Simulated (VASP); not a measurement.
# NiO (Fm-3m) in VASP: notebook, part 2 of 2

VASP 6.6.1. Earlier steps stand in the parts before.

## Step 4: Single point, r2SCAN+D4, collinear spin, ferromagnetic start

This run uses another cell than the first one, of 8.89 Å³/atom, 1.043 times its volume.

Input file POSCAR:

```
NiO
1.0
    0.0000000000      2.0719018797      2.0719018797
    2.0719018797      0.0000000000      2.0719018797
    2.0719018797      2.0719018797      0.0000000000
Ni O
1 1
Direct
    0.0000000000      0.0000000000      0.0000000000
    0.5000000000      0.5000000000      0.5000000000
```

Input file INCAR.step1:

```
SYSTEM = NiO
  PREC = Accurate
  ENCUT = 520
  ISMEAR = -1
  SIGMA = 0.05
  LREAL = .False.
  LASPH = .True.
  NELM = 150
  ISPIN = 2
  MAGMOM = 1 0
  LMAXMIX = 4
  NBANDS = 19
  GGA = PE
  ALGO = Normal
  EDIFF = 1E-4
  LWAVE = .True.
  LCHARG = .False.
```

Input file INCAR.step2:

```
SYSTEM = NiO
  PREC = Accurate
  ENCUT = 520
  EDIFF = 1E-7
  ISMEAR = -1
  SIGMA = 0.05
  LREAL = .False.
  LASPH = .True.
  NELM = 150
  ALGO = Normal
  ISIF = 2
  LWAVE = .False.
  LCHARG = .False.
  ISPIN = 2
  MAGMOM = 1 0
  LORBIT = 11
  LMAXMIX = 4
  METAGGA = R2SCAN
  LMIXTAU = .True.
  IVDW = 13
  VDW_S6 = 1.0
  VDW_S8 = 0.6018749
  VDW_A1 = 0.51559235
  VDW_A2 = 5.77342911
  NBANDS = 19
  ISTART = 1
```

Input file KPOINTS:

```
regular mesh
0
Gamma
  11 11 11
  0 0 0
```

Run with:

```bash
$ cat potpaw_PBE.64/Ni/POTCAR potpaw_PBE.64/O/POTCAR > POTCAR
$ cp INCAR.step1 INCAR
$ mpirun -np 1 vasp_std > vasp.out
$ cp INCAR.step2 INCAR
$ mpirun -np 1 vasp_std > vasp.out
```

Wall time 54 s (1 thread of Intel Xeon 6975P-C (Granite Rapids), shared host); peak memory 0.18 GiB.

It converged, with:

```
Free energy                                           : -20.3349 eV
Pressure                                              : 6.0 GPa
Band gap on the k mesh                                : 0.67 eV, indirect (least direct gap 1.67 eV)
Net moment                                            : 2.00 μB per cell
Site moments                                          : Ni +1.69; O +0.28 μB
Valence electrons inside the program's atomic spheres : Ni 8.97; O 5.07
Dispersion energy per atom                            : -0.119 eV
```

Levels at points of the mesh, in eV from the valence-band top:
Spin up:
| k point | band 5 | band 6 | band 7 | band 8 | band 9 | band 10 | band 11 | band 12 | band 13 | band 14 |
| --- | --- | --- | --- | --- | --- | --- | --- | --- | --- | --- |
| (0.00, 0.00, 0.00) | -3.16 | -3.16 | -2.91 | -2.91 | -2.91 | 2.32 | 18.90 | 19.85 | 19.85 | 19.85 |
Spin down:
```csv
k point,band 5,band 6,band 7,band 8,band 9,band 10
"(0.00, 0.00, 0.00)",-2.22,-2.22,-2.22,0.67,0.67,2.89
```

Caveat: the PAW data sets were made with another functional, which shifts forces and pressure a little; a cell with one magnetic atom can't hold antiferromagnetic order, which such compounds often take.

## Step 5: Single point, r2SCAN+D4, collinear spin, ferromagnetic start

This run uses another cell than the first one, of 9.08 Å³/atom, 1.064 times its volume.

Input file POSCAR:

```
NiO
1.0
    0.0000000000      2.0859016414      2.0859016414
    2.0859016414      0.0000000000      2.0859016414
    2.0859016414      2.0859016414      0.0000000000
Ni O
1 1
Direct
    0.0000000000      0.0000000000      0.0000000000
    0.5000000000      0.5000000000      0.5000000000
```

Input file INCAR.step1:

```
ALGO = Normal
EDIFF = 1E-4
ENCUT = 520
GGA = PE
ISMEAR = -1
ISPIN = 2
LASPH = T
LCHARG = F
LMAXMIX = 4
LREAL = F
LWAVE = T
MAGMOM = 1 0
NBANDS = 19
NELM = 150
PREC = Accurate
SIGMA = 0.05
```

Input file INCAR.step2:

```
ALGO = Normal
EDIFF = 1E-7
ENCUT = 520
ISIF = 2
ISMEAR = -1
ISPIN = 2
ISTART = 1
IVDW = 13
LASPH = T
LCHARG = F
LMAXMIX = 4
LMIXTAU = T
LORBIT = 11
LREAL = F
LWAVE = F
MAGMOM = 1 0
METAGGA = R2SCAN
NBANDS = 19
NELM = 150
PREC = Accurate
SIGMA = 0.05
VDW_A1 = 0.51559235
VDW_A2 = 5.77342911
VDW_S6 = 1.0
VDW_S8 = 0.6018749
```

Input file KPOINTS:

```
k-points
0
Gamma
  11 11 11
```

Run with:

```bash
$ cat potpaw_PBE.64/Ni/POTCAR potpaw_PBE.64/O/POTCAR > POTCAR
$ cp INCAR.step1 INCAR
$ mpirun -np 1 vasp_std > vasp.out
$ cp INCAR.step2 INCAR
$ mpirun -np 1 vasp_std > vasp.out
```

Run time: 54 s. Hardware: 1 thread of Intel Xeon 6975P-C (Granite Rapids), shared host; peak memory 0.18 GiB.

The run converged. Its results:

```
Free energy                                           : -20.3434 eV
Pressure                                              : 1.2 GPa
Band gap on the k mesh                                : 0.74 eV, indirect (least direct gap 1.70 eV)
Net moment                                            : 2.00 μB per cell
Site moments                                          : Ni +1.69; O +0.28 μB
Valence electrons inside the program's atomic spheres : Ni 8.94; O 5.05
Dispersion energy per atom                            : -0.117 eV
```

Levels at points of the mesh, in eV from the valence-band top:
Spin up:
| k point | band 7 | band 8 | band 9 | band 10 | band 11 | band 12 |
| --- | --- | --- | --- | --- | --- | --- |
| (0.00, 0.00, 0.00) | -2.79 | -2.79 | -2.79 | 2.24 | 18.86 | 19.73 |
Spin down:
```csv
k point,band 3,band 4,band 5,band 6,band 7,band 8,band 9,band 10,band 11,band 12
"(0.00, 0.00, 0.00)",-2.20,-2.20,-2.10,-2.10,-2.10,0.74,0.74,2.80,18.95,20.07
```

Caveat: the PAW data sets were made with another functional, which shifts forces and pressure a little; a cell with one magnetic atom can't hold antiferromagnetic order, which such compounds often take.

## Step 6: Single point, BLYP+D3(BJ), collinear spin, ferromagnetic start

Input file INCAR:

```
SYSTEM = NiO
AGGAC = 1.0 ; AGGAX = 1.0
ALDAC = 0.0 ; ALDAX = 1.0
ALGO = Normal ; EDIFF = 1E-7
ENCUT = 520 ; GGA = B5
ISIF = 2 ; ISMEAR = 0
ISPIN = 2 ; IVDW = 12
LASPH = .TRUE. ; LCHARG = .FALSE.
LMAXMIX = 4 ; LORBIT = 11
LREAL = .FALSE. ; LWAVE = .FALSE.
MAGMOM = 0.04 0 ; NBANDS = 19
NELM = 150 ; PREC = Accurate
SIGMA = 0.02 ; VDW_A1 = 0.4298
VDW_A2 = 4.2359 ; VDW_S6 = 1.0
VDW_S8 = 2.6996
```

Input file KPOINTS:

```
k-points
0
G
  11 11 11
  0 0 0
```

Input file POSCAR:

```
NiO
1.0
    0.0000000000      2.0433202721      2.0433202721
    2.0433202721      0.0000000000      2.0433202721
    2.0433202721      2.0433202721      0.0000000000
Ni O
1 1
Direct
    0.0000000000      0.0000000000      0.0000000000
    0.5000000000      0.5000000000      0.5000000000
```

Potentials or basis: VASP PAW PBE potentials, release 64 (Ni, O).

Run with:

```bash
$ cat potpaw_PBE.64/Ni/POTCAR potpaw_PBE.64/O/POTCAR > POTCAR
$ mpirun -np 1 vasp_std > vasp.out
```

It took 57 s on 1 thread of Intel Xeon Platinum 8259CL at 2.50GHz (Skylake/Cascade Lake), shared host; peak memory 0.18 GiB.

Results (log left out):

* Free energy: -11.5708 eV
* Pressure: 16.7 GPa
* Band gap on the k mesh: zero (filled and empty bands overlap)
* Net moment: 0.00 μB per cell
* Valence electrons inside the program's atomic spheres: Ni 9.20; O 4.99
* Dispersion energy per atom: -0.591 eV

Levels at points of the mesh, in eV from the Fermi level:
Spin up:
```
           k point  band 4  band 5  band 6  band 7  band 8  band 9  band 10  band 11  band 12  band 13
(0.00, 0.00, 0.00)   -3.43   -2.16   -2.16   -2.16   -1.72   -1.72     2.23    18.71    19.86    19.86
```
Spin down:
```
           k point  band 4  band 5  band 6  band 7  band 8  band 9  band 10  band 11  band 12  band 13
(0.00, 0.00, 0.00)   -3.43   -2.16   -2.16   -2.16   -1.72   -1.72     2.23    18.71    19.86    19.86
```

Caveat: the PAW data sets were made with another functional, which shifts forces and pressure a little; semilocal functionals often make such compounds metallic where correlation or magnetic order opens a gap, which also shifts bond lengths; pairwise dispersion overbinds metals, which lowers pressure and volume. With open d or f shells a metallic result of BLYP can be an artefact of self-interaction; +U or a hybrid may open a gap.

## Step 7: Overview

```tsv
level	cell	smearing	gap on the mesh (eV)	pressure (GPa)	moment (μB)
r2SCAN+D4	a = 2.890 Å, angles 60.0°, 2 atoms	fermi-dirac 0.05 eV	0.51	17.5	2.00
r2SCAN+D4	a = 2.910 Å, angles 60.0°, 2 atoms	fermi-dirac 0.05 eV	0.59	11.4	2.00
r2SCAN+D4	a = 2.930 Å, angles 60.0°, 2 atoms	fermi-dirac 0.05 eV	0.67	6.0	2.00
r2SCAN+D4	a = 2.950 Å, angles 60.0°, 2 atoms	fermi-dirac 0.05 eV	0.74	1.2	2.00
BLYP+D3(BJ)	a = 2.890 Å, angles 60.0°, 2 atoms	gaussian 0.02 eV	none	16.7	0.00
```

Alike in all rows: task single point; potentials or basis VASP PAW PBE potentials, release 64 (Ni, O); spin collinear, ferromagnetic start; k mesh 11 × 11 × 11; cutoff (eV) 520.

Caveats: the PAW data sets were made with another functional, which shifts forces and pressure a little; a cell with one magnetic atom can't hold antiferromagnetic order, which such compounds often take (some runs); semilocal functionals often make such compounds metallic where correlation or magnetic order opens a gap, which also shifts bond lengths (some runs); pairwise dispersion overbinds metals, which lowers pressure and volume (some runs).

Absolute energies hang on the potentials; compare differences alone.
